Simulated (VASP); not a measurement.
# Si47C48 (a cell with a defect) in VASP: single point with PBEsol

Aim: the single point of Si47C48 (a cell with a defect) with PBEsol.

All numbers are computed with VASP 6.6.1; they aren't measurements. Logs are shortened: lines on timing, memory, paths and dates and some standing lists are left out, and cuts for length are marked.

## Step 1: The cell of the first run

The cell holds a defect, 95 atoms: a = 9.234 Å, b = 10.663 Å, c = 10.076 Å, α = 90.00°, β = 90.00°, γ = 90.00°.

## Step 2: Single point, PBEsol

INCAR reads:

```
SYSTEM = Si47C48
PREC     = Accurate       ! precision mode
ENCUT    = 520            ! plane-wave cutoff, eV
EDIFF    = 1E-6           ! SCF threshold, eV
ISMEAR   = -1             ! smearing method
SIGMA    = 0.05           ! smearing width, eV
LREAL    = Auto         
LASPH    = .True.         ! aspherical terms in the spheres
NELM     = 120            ! most SCF steps
ALGO     = Normal         ! electronic algorithm
ISIF     = 2              ! what is computed and relaxed
LWAVE    = .False.        ! write WAVECAR
LCHARG   = .False.        ! write CHGCAR
GGA      = PS             ! functional
ISYM     = -1           
NBANDS   = 243            ! bands
GGA_COMPAT= .False.
```

KPOINTS reads:

```
explicit points
1
Reciprocal
  0.25000000   0.25000000   0.25000000 1
```

POSCAR reads:

```
Si47C48
1.0
    9.2342040000      0.0000000000      0.0000000000
    0.0000000000     10.6627400000      0.0000000000
    0.0000000000      0.0000000000     10.0759470000
Si C
47 48
Direct
    0.9996340000      0.9993310000      0.5000920000
    0.3336430000      0.0000400000      0.4996380000
    0.1669970000      0.2498970000      0.5001230000
    0.0028170000      0.5029440000      0.5019600000
    0.6679490000      0.9997590000      0.5001420000
    0.4999100000      0.2500380000      0.4998810000
    0.1660380000      0.7491320000      0.5020930000
    0.8337090000      0.2500100000      0.4993840000
    0.6656660000      0.5025150000      0.5011510000
    0.5021340000      0.7496160000      0.5020430000
    0.8340440000      0.7506280000      0.5000730000
    0.0002630000      0.1667670000      0.2494160000
    0.3334470000      0.1669480000      0.2488960000
    0.1657680000      0.4160470000      0.2499280000
    0.0003760000      0.6666110000      0.2498480000
    0.6666430000      0.1671920000      0.2494380000
    0.5017610000      0.4162420000      0.2491620000
    0.3340920000      0.6653240000      0.2511280000
    0.1672390000      0.9163200000      0.2500090000
    0.8335330000      0.4170430000      0.2492060000
    0.6672320000      0.6667340000      0.2494920000
    0.5002530000      0.9165630000      0.2499170000
    0.8337260000      0.9169730000      0.2498300000
    0.1667010000      0.0838520000      0.7496810000
    0.0000860000      0.3343390000      0.7494320000
    0.5002080000      0.0839770000      0.7495560000
    0.3332110000      0.3340380000      0.7464270000
    0.1655090000      0.5854170000      0.7493080000
    0.9996250000      0.8346550000      0.7506930000
    0.8336150000      0.0844770000      0.7499000000
    0.6666620000      0.3342350000      0.7492430000
    0.5008300000      0.5853650000      0.7484650000
    0.3335010000      0.8343500000      0.7501980000
    0.8333690000      0.5847010000      0.7502270000
    0.6675810000      0.8347540000      0.7506790000
    0.0002220000      0.0005600000      0.9999430000
    0.3336060000      0.0005040000      0.9997870000
    0.1666740000      0.2501650000      0.9986930000
    0.9995760000      0.5007420000      0.9992570000
    0.6669790000      0.0006780000      0.9999150000
    0.5002060000      0.2502490000      0.9983920000
    0.3333030000      0.5004300000      0.9986760000
    0.1668030000      0.7506380000      0.0000740000
    0.8335130000      0.2506290000      0.9994570000
    0.6673840000      0.5007400000      0.9990510000
    0.5003890000      0.7507250000      0.9998700000
    0.8336510000      0.7505850000      0.0002280000
    0.0004890000      0.0000190000      0.1871850000
    0.3337070000      0.9998710000      0.1872400000
    0.1670440000      0.2495450000      0.1855500000
    0.9997300000      0.5007260000      0.1857810000
    0.6669760000      0.0001870000      0.1872160000
    0.4998780000      0.2495810000      0.1852540000
    0.3335560000      0.4990980000      0.1881110000
    0.1672040000      0.7496530000      0.1876430000
    0.8335400000      0.2502610000      0.1868170000
    0.6675600000      0.5007680000      0.1857510000
    0.5005350000      0.7497680000      0.1873070000
    0.8339120000      0.7503530000      0.1874060000
    0.9998220000      0.0007240000      0.6873850000
    0.3334580000      0.0006500000      0.6870260000
    0.1662470000      0.2502440000      0.6870250000
    0.9994310000      0.5013060000      0.6881130000
    0.6671780000      0.0009610000      0.6873150000
    0.5001800000      0.2505040000      0.6867620000
    0.3328250000      0.5032860000      0.7029860000
    0.1659470000      0.7517700000      0.6885400000
    0.8333100000      0.2509680000      0.6867790000
    0.6671660000      0.5012440000      0.6877040000
    0.5011540000      0.7520100000      0.6885310000
    0.8334580000      0.7511090000      0.6874940000
    0.9993210000      0.1648000000      0.4375200000
    0.3334470000      0.1667840000      0.4371260000
    0.1488720000      0.4090380000      0.4325550000
    0.0000930000      0.6675930000      0.4380580000
    0.6674380000      0.1659510000      0.4374370000
    0.5209440000      0.4084810000      0.4307120000
    0.3345050000      0.6815560000      0.4354870000
    0.1669550000      0.9167940000      0.4380920000
    0.8349170000      0.4168410000      0.4370410000
    0.6680320000      0.6676620000      0.4376800000
    0.5010730000      0.9176560000      0.4380090000
    0.8337670000      0.9162190000      0.4377990000
    0.1668770000      0.0834420000      0.9374080000
    0.0000370000      0.3339930000      0.9373080000
    0.5003080000      0.0834680000      0.9372480000
    0.3334150000      0.3337010000      0.9368590000
    0.1662230000      0.5844310000      0.9387970000
    0.0000430000      0.8340880000      0.9383400000
    0.8336200000      0.0839660000      0.9378100000
    0.6669280000      0.3339800000      0.9371420000
    0.5004980000      0.5841690000      0.9388310000
    0.3335740000      0.8338350000      0.9381370000
    0.8335460000      0.5843890000      0.9373230000
    0.6671880000      0.8341440000      0.9383380000
```

Potentials or basis: VASP PAW PBE potentials, release 64 (Si, C).

Started as:

```bash
cat potpaw_PBE.64/Si/POTCAR potpaw_PBE.64/C/POTCAR > POTCAR
mpirun -np 1 vasp_std > vasp.out
```

OUTCAR:

```text
SYSTEM = Si47C48
   PREC = Accurate
   ENCUT = 520
   EDIFF = 1E-6
   ISMEAR = -1
   LREAL = Auto
   LASPH = .True.
   NELM = 120
   ISIF = 2
   GGA = PS
   ISYM = -1

 ion  position               nearest neighbor table
   1  1.000  0.999  0.500-  72 1.87  83 1.88  79 1.88  60 1.89  11 3.06   5 3.06  29 3.08  23 3.08
                             7 3.08   8 3.08  30 3.08   2 3.08  24 3.08   3 3.09  19 3.09  12 3.09
   2  0.334  0.000  0.500-  79 1.88  82 1.88  73 1.89  61 1.89   6 3.08   3 3.08  19 3.08  22 3.08
                            33 3.08  26 3.08   1 3.08  24 3.09   5 3.09  13 3.09  10 3.09   7 3.09
   3  0.167  0.250  0.500-  74 1.84  62 1.88  73 1.88  72 1.90  27 3.05   6 3.07  24 3.08   2 3.08
                             8 3.08  14 3.08  25 3.08   1 3.09  12 3.09  13 3.09   4 3.09
   4  0.003  0.503  0.502-  74 1.82  75 1.87  63 1.88  80 1.92   7 3.03  28 3.04  11 3.07  25 3.07
                            34 3.08  15 3.08  14 3.09   3 3.09   9 3.11   8 3.12  20 3.13
   5  0.668  1.000  0.500-  83 1.88  82 1.88  76 1.88  64 1.89   1 3.06  11 3.07  10 3.08   8 3.08
                            35 3.08  23 3.08  30 3.08  26 3.09   6 3.09   2 3.09  22 3.09  16 3.09
   6  0.500  0.250  0.500-  77 1.84  65 1.88  73 1.88  76 1.90  27 3.06   3 3.07   2 3.08  26 3.08
                            31 3.08   8 3.08  16 3.09  17 3.09   5 3.09  13 3.09   9 3.10
   7  0.166  0.749  0.502-  78 1.84  75 1.88  67 1.88  79 1.90   4 3.03  28 3.04  11 3.07  33 3.08
                            29 3.08   1 3.08   2 3.09  15 3.09  18 3.10  19 3.10  10 3.10
   8  0.834  0.250  0.499-  76 1.88  72 1.88  80 1.89  68 1.89   5 3.08   3 3.08  30 3.08   1 3.08
                            12 3.08   6 3.08  16 3.08  25 3.08  31 3.09  20 3.09   9 3.11   4 3.12
   9  0.666  0.503  0.501-  77 1.82  81 1.87  69 1.88  80 1.92  10 3.04  32 3.05  11 3.07  34 3.08
[... 111 lines left out ...]
  82  0.501  0.918  0.438-   5 1.88   2 1.88  22 1.90  10 1.90
  83  0.834  0.916  0.438-  11 1.87   1 1.88   5 1.88  23 1.89
  84  0.167  0.083  0.937-  38 1.88  36 1.88  37 1.88  24 1.89
[... 9 lines left out ...]
  94  0.834  0.584  0.937-  39 1.88  45 1.88  47 1.88  34 1.89
  95  0.667  0.834  0.938-  40 1.88  47 1.88  46 1.88  35 1.89

IMPORTANT INFORMATION: All symmetrisations will be switched off!
NOSYMM: (Re-)initialisation of all symmetry stuff for point group C_1.

----------------------------------------------------------------------------------------

                                     Primitive cell

  volume of cell :     992.0971

  direct lattice vectors                    reciprocal lattice vectors
     9.234204000  0.000000000  0.000000000     0.108293037  0.000000000  0.000000000
     0.000000000 10.662740000  0.000000000     0.000000000  0.093784524  0.000000000
     0.000000000  0.000000000 10.075947000     0.000000000  0.000000000  0.099246254

  length of vectors
     9.234204000 10.662740000 10.075947000     0.108293037  0.093784524  0.099246254

  position of ions in fractional coordinates (direct lattice)
     0.999634000  0.999331000  0.500092000
     0.333643000  0.000040000  0.499638000
     0.166997000  0.249897000  0.500123000
     0.002817000  0.502944000  0.501960000
     0.667949000  0.999759000  0.500142000
     0.499910000  0.250038000  0.499881000
[... 87 lines left out ...]
     0.833546000  0.584389000  0.937323000
     0.667188000  0.834144000  0.938338000

  ion indices of the primitive-cell ions
   primitive index   ion index
                 1           1
                 2           2
                 3           3
                 4           4
[... 113 lines left out ...]
   ISTART =      0    job   : 0-new  1-cont  2-samecut
   ICHARG =      2    charge: 1-file 2-atom 10-const
   ISPIN  =      1    spin polarized calculation?
   LNONCOLLINEAR =      F non collinear calculations
   LSORBIT =      F    spin-orbit coupling
   LASPH  =      T    aspherical Exc in radial PAW
   ENCUT  =  520.0 eV  38.22 Ry    6.18 a.u.  17.17 19.83 18.73*2*pi/ulx,y,z
   NELM   =    120;   NELMIN=  2; NELMDL= -5     # of ELM steps
   EDIFF  = 0.1E-05   stopping-criterion for ELM
   LREAL  =      T    real-space projection
   EDIFFG = 0.1E-04   stopping-criterion for IOM
   NSW    =      0    number of steps for IOM
   IBRION =     -1    ionic relax: 0-MD 1-quasi-New 2-CG
   NFREE  =      0    steps in history (QN), initial steepest desc. (CG)
   ISIF   =      2    stress and relaxation
   ISYM   =     -1    0-nonsym 1-usesym 2-fastsym
   POTIM  = 0.5000    time-step for ionic-motion
   TEBEG  =    0.0;   TEEND  =   0.0 temperature during run
   PSTRESS=    0.0 pullay stress
   NELECT =     380.0000    total number of electrons
   NUPDOWN=      -1.0000    fix difference up-down
   EMIN   =  10.00;   EMAX   =-10.00  energy-range for DOS
   EFERMI =   0.00;   METHOD = LEGACY
   ISMEAR =    -1;   SIGMA  =   0.05  broadening in eV -4-tet -1-fermi 0-gaus
   EFERMI_NEDOS =   21; number of points for ismear=-14 and -15
   IALGO  =     38    algorithm
   IMIX   =      4    mixing-type and parameters
     AMIX     =   0.40;   BMIX     =  1.00
     AMIX_MAG =   1.60;   BMIX_MAG =  1.00
  volume/ion in A,a.u.               =      10.44        70.47
  Fermi-wavevector in a.u.,A,eV,Ry     =   1.188916  2.246726 19.232137  1.413522
  Thomas-Fermi vector in A             =   2.325035
   LORBIT       =      0    0 simple, 1 ext, 2 COOP (PROOUT), +10 PAW based schemes
   GGA     = PS    functional components
   LHFCALC =     F    Hartree Fock is set to
   AEXX    =    0.0000 exact exchange contribution
   IVDW    =     0    specifies the selected vdW correction
   LEPSILON=     F    determine dielectric tensor
   LRPA    =     F    only Hartree local field effects (RPA)
 non-spin polarized calculation
  energy-cutoff  :      520.00
  volume of cell :      992.10
 maximum number of plane-waves:     26706
 NGX is ok and might be reduce to    70
   NGX = 35   NGY = 39   NGZ = 37

 number of electron     380.0000014 magnetization

 Free energy of the ion-electron system (eV)
  ---------------------------------------------------
  ext. energy  EPLUGINS =         0.00000000
  ---------------------------------------------------
  free energy    TOTEN  =      -750.08573184 eV

  energy without entropy =     -749.99318657  energy(sigma->0) =     -750.03945921

 E-fermi :   8.3338     XC(G=0): -11.4355

 val. band max:        8.2539242762   @ k =   0.2500   0.2500   0.2500
 cond. band min:       8.4150808154   @ k =   0.2500   0.2500   0.2500
 fundamental gap:      0.1611565392
 Fermi energy:         8.3338082961

 k-point     1 :       0.2500    0.2500    0.2500
  band No.  band energies     occupation
      1      -7.3432      2.00000
      2      -6.8169      2.00000
      3      -6.7423      2.00000
      4      -6.6088      2.00000
      5      -6.2197      2.00000
      6      -6.1101      2.00000
[... 194 lines left out ...]
    201      11.5616      0.00000
    202      11.5938      0.00000
 [bands above 202 left out]

------------------------ aborting loop because EDIFF is reached ----------------------------------------

  FORCE on cell =-STRESS in cart. coord.  units (eV):
  Direction    XX          YY          ZZ          XY          YZ          ZX
  --------------------------------------------------------------------------------------
  -------------------------------------------------------------------------------------
  Total        3.3051923      7.2261779      5.3538731      2.7792011      1.8502054      1.1612535
  in kB        5.3376876     11.6698446      8.6461844      4.4882434      2.9879709      1.8753549
  external PRESSURE =       8.5512389 kB  Pullay stress =       0.0000000 kB

 VOLUME and BASIS-vectors are now :
 -----------------------------------------------------------------------------
  energy-cutoff  :      520.00
  volume of cell :      992.10
      direct lattice vectors                 reciprocal lattice vectors
     9.234204000  0.000000000  0.000000000     0.108293037  0.000000000  0.000000000
     0.000000000 10.662740000  0.000000000     0.000000000  0.093784524  0.000000000
     0.000000000  0.000000000 10.075947000     0.000000000  0.000000000  0.099246254

 POSITION                                       TOTAL-FORCE (eV/Angst)
 -----------------------------------------------------------------------------------
      9.23082     10.65561      5.03890         0.018622     -0.018020      0.013629
      3.08093      0.00043      5.03433         0.009429     -0.032196      0.004357
      1.54208      2.66459      5.03921         0.039652     -0.052729      0.052401
      0.02601      5.36276      5.05772        -0.113890      0.057179      0.027959
      6.16798     10.66017      5.03940        -0.026718     -0.003686      0.002700
      4.61627      2.66609      5.03677        -0.036881     -0.020279      0.044074
[... 87 lines left out ...]
      7.69713      6.23119      9.44442        -0.000488     -0.002260      0.006676
      6.16095      8.89426      9.45464         0.012381      0.007177     -0.011499
 -----------------------------------------------------------------------------------
    total drift:                                0.023327      0.005062      0.033144

  FREE ENERGIE OF THE ION-ELECTRON SYSTEM (eV)
  ---------------------------------------------------
  free  energy   TOTEN  =      -750.0857318394 eV

  energy  without entropy=     -749.9931865716  energy(sigma->0) =     -750.03945921
```

It took 8.6 min on 1 thread of Intel Xeon Platinum 8375C at 2.90GHz (Ice Lake), shared host; peak memory 0.89 GiB.

What came out:

```yaml
Free_energy: -750.0857 eV
Pressure: 0.9 GPa
Largest_force: 0.163 eV/Å
```

Forces in eV/Å, atoms in the order of the input:
```
Si   0.019 -0.018  0.014
Si   0.009 -0.032  0.004
Si   0.040 -0.053  0.052
Si  -0.114  0.057  0.028
Si  -0.027 -0.004  0.003
Si  -0.037 -0.020  0.044
Si   0.060 -0.006 -0.037
Si  -0.026  0.010  0.012
Si   0.050  0.060  0.035
Si  -0.044 -0.010 -0.031
Si  -0.007 -0.025  0.001
Si   0.003 -0.012 -0.007
Si   0.006 -0.020 -0.007
Si   0.015  0.052 -0.069
Si   0.013  0.022 -0.003
Si  -0.008 -0.024 -0.009
Si  -0.036  0.026 -0.087
Si  -0.016  0.072  0.102
Si   0.000 -0.016  0.010
Si   0.002  0.009 -0.014
Si  -0.021  0.026  0.000
Si   0.003 -0.023  0.015
Si  -0.006 -0.016 -0.014
Si   0.002 -0.019  0.002
Si  -0.005  0.008  0.002
Si  -0.001 -0.015  0.000
Si   0.001  0.120  0.034
Si   0.024 -0.018 -0.005
Si   0.011 -0.003  0.002
Si   0.003 -0.008 -0.002
Si  -0.002  0.012  0.001
Si  -0.038 -0.033  0.024
Si   0.001 -0.020 -0.003
Si  -0.005 -0.002 -0.013
Si  -0.014 -0.002  0.005
Si  -0.002 -0.007 -0.003
Si  -0.003 -0.010  0.006
Si   0.028  0.016 -0.024
Si   0.017  0.009 -0.012
Si   0.003 -0.009  0.005
Si  -0.030  0.012 -0.017
Si   0.005 -0.018 -0.035
Si  -0.007  0.008  0.028
Si  -0.006 -0.002 -0.005
Si  -0.025  0.012 -0.011
Si   0.010 -0.011  0.027
Si  -0.004  0.013  0.009
C   -0.003  0.002  0.001
C    0.001  0.018 -0.003
C   -0.015  0.010  0.056
C    0.013 -0.014  0.033
C    0.002  0.010  0.003
C    0.018  0.014  0.052
C    0.008 -0.006  0.007
C   -0.016 -0.003 -0.037
C    0.004  0.011  0.017
C    0.009 -0.013  0.035
C    0.013  0.002 -0.026
C    0.001 -0.008  0.006
C   -0.006  0.017 -0.006
C   -0.001  0.012  0.001
C   -0.006 -0.001 -0.011
C    0.016 -0.003 -0.014
C    0.001  0.006 -0.006
C    0.006 -0.014 -0.007
C    0.050 -0.154 -0.017
C   -0.010  0.009 -0.002
C    0.009 -0.003 -0.001
C    0.007 -0.008 -0.006
C    0.014  0.007 -0.004
C    0.009 -0.003 -0.007
C   -0.005  0.044 -0.012
C    0.002  0.032  0.002
C    0.035 -0.001 -0.029
C    0.001 -0.002 -0.011
C    0.041  0.032 -0.004
C   -0.035 -0.030  0.061
C   -0.034 -0.051 -0.129
C   -0.019  0.017 -0.001
C    0.007  0.002  0.011
C    0.010 -0.009  0.002
C    0.010  0.009 -0.003
C    0.000  0.019 -0.012
C   -0.001  0.003  0.005
C    0.001 -0.009  0.006
C    0.001  0.000  0.003
C   -0.003 -0.042  0.036
C   -0.025 -0.013 -0.012
C   -0.005 -0.005 -0.007
C    0.000  0.014 -0.001
C    0.007  0.000  0.010
C    0.041  0.003 -0.018
C   -0.003  0.009 -0.009
C    0.000 -0.002  0.007
C    0.012  0.007 -0.011
```

Caveat: the PAW data sets were made with another functional, which shifts forces and pressure a little.
